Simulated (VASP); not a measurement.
## Pt: single point with LDA

The system is Pt.

```
Pt
1.0
     2.78723    0.00000    0.00000
    -1.39362    2.41382    0.00000
     0.00000    0.00000    4.81282
Pt
2
Direct
  0.66667 0.33333 0.75000
  0.33333 0.66667 0.25000
```

This isn't the form of Pt at room conditions, which is fcc.

* Program: VASP 6.6.1
* Task: single point
* Functional: LDA
* Potentials or basis: VASP PAW LDA potentials, release 64 (Pt)
* Cutoff: 520 eV
* k mesh: 21 × 21 × 10
* Occupations: gaussian, width 0.15 eV
* Spin: collinear spin
* Starting moments: [0.35, 0.35] μB
* Fixed moment: 0.7 μB

The pressure is -19.5 GPa. The net moment is 0.70 μB per cell and the site moments are Pt +0.34 μB. The valence electrons inside the program's atomic spheres are Pt 9.14.

Stress tensor (GPa, compression positive):
```
-19.47   0.00   0.00
  0.00 -19.47   0.00
  0.00   0.00 -19.62
```

Wall time 95 s on 1 thread of Intel(R) Xeon(R) 6975P-C (Granite Rapids), with other jobs on the host, peak memory 0.35 GiB.

Caveat: the cell stands under tension; the total moment is fixed, so each spin has its own Fermi level.
